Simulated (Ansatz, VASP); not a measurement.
**Two plane-wave programs on Al**

```
Al
1.0
     2.81107    0.00000    0.00000
    -1.40554    2.43446    0.00000
     0.00000    0.00000    9.26531
Al
4
Direct
  0.00000 0.00000 0.00000
  0.00000 0.00000 0.50000
  0.33333 0.66667 0.25000
  0.66667 0.33333 0.75000
```

Alike in both runs: functional LDA; k mesh 10 × 10 × 3; no spin polarisation.

Ansatz relaxed the structure, and its values are those at the end. VASP's run is a single point on that final structure, the one shown.

```csv
,VASP,Ansatz
version,VASP 6.6.1,Ansatz 0.2.0
potentials or method,"VASP PAW LDA potentials, release 64 (Al)","plane waves, PAW"
plane-wave cutoff (eV),520,420
occupations,"fermi-dirac, width 0.1 eV",fermi-dirac
valence electrons in the cell,12,12
```

VASP gave:

```
pressure (GPa) : 0.1
```

Task: What did Ansatz give for the same quantities?

Result: Pressure (GPa): 0.0.

LDA's correlation is that of Perdew and Zunger in VASP and of Perdew and Wang (1992) in Ansatz.
